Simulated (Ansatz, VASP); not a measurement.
BaOs2Rh2: VASP beside Ansatz

The input POSCAR:

```
BaOs2Rh2
1.0
    0.0000000000      4.1542820000      0.0000000000
    4.1542820000      0.0000000000      0.0000000000
    2.0771410000      2.0771410000     -6.0213330000
Os Rh Ba
2 2 1
Direct
    0.7500000000      0.2500000000      0.5000000000
    0.2500000000      0.7500000000      0.5000000000
    0.3750000000      0.3750000000      0.2500000000
    0.6250000000      0.6250000000      0.7500000000
    0.0000000000      0.0000000000      0.0000000000
```

File INCAR.step1:

```
SYSTEM = BaOs2Rh2
PREC = Accurate
ENCUT = 520
ISMEAR = -1
SIGMA = 0.1
LREAL = .FALSE.
LASPH = .TRUE.
NELM = 80
NBANDS = 36
GGA = PE
ALGO = Normal
EDIFF = 1E-4
LWAVE = .TRUE.
LCHARG = .FALSE.
```

Contents of INCAR.step2:

```
SYSTEM = BaOs2Rh2
PREC = Accurate
ENCUT = 520
EDIFF = 1E-6
ISMEAR = -1
SIGMA = 0.1
LREAL = .FALSE.
LASPH = .TRUE.
NELM = 80
ALGO = Normal
ISIF = 2
LWAVE = .FALSE.
LCHARG = .FALSE.
METAGGA = R2SCAN
LMIXTAU = .TRUE.
NBANDS = 36
ISTART = 1
```

Contents of KPOINTS:

```
regular mesh
0
G
  5 5 5
  0 0 0
```

Input for Ansatz:

```yaml
crystal:
  lattice:
    - [0.0, 4.154282, 0.0]
    - [4.154282, 0.0, 0.0]
    - [2.077141, 2.077141, -6.021333]
  atoms:
    - { symbol: Os, position: [0.75, 0.25, 0.5] }
    - { symbol: Os, position: [0.25, 0.75, 0.5] }
    - { symbol: Rh, position: [0.375, 0.375, 0.25] }
    - { symbol: Rh, position: [0.625, 0.625, 0.75] }
    - { symbol: Ba, position: [0.0, 0.0, 0.0] }
  symmetry: { tolerance: 0.0003 }
kpoints:
  mp_grid: { grid: [5, 5, 5], shift: [0, 0, 0] }
magnetization:
  spin_polarized: false
scf:
  occupations: { method: fermi_dirac }
hamiltonian:
  pseudopotentials: { kind: paw }
  xc: r2scan
basis:
  ecutwfc: 500
output:
  forces: true
  stress: true
  eigenvalues: true
```

Alike in both runs: task single point; functional r2SCAN; k mesh 5 × 5 × 5; no spin polarisation.

|  | VASP | Ansatz |
| --- | --- | --- |
| version | VASP 6.6.1 | Ansatz 0.2.0 |
| potentials or method | VASP PAW PBE potentials, release 64 (Os, Rh_pv, Ba_sv), cutoff 520 eV | PAW plane waves |
| occupations | fermi-dirac, width 0.1 eV | fermi-dirac |
| valence electrons in the cell | 56 | 76 |

```csv
,VASP,Ansatz,Ansatz less VASP
gap on the k mesh at the Fermi level (eV),none,none,-
pressure (GPa),-5.8,-6.7,-0.93
"traceless stress, the component that is largest in VASP (GPa)",-1.39,-1.09,+0.292
rms of the force components (eV/Å),0.064,0.063,-0.0005
```

VASP's potentials were made for PBE, not for r2SCAN. Atom by atom the forces differ by 0.001 eV/Å (rms over components). A gap of «none» marks a metal or a gap that the smearing closes. VASP's potentials hold 56 valence electrons a cell and Ansatz's 76, so a difference there can come from the potentials and not from the codes.

Spin-orbit coupling is off throughout.
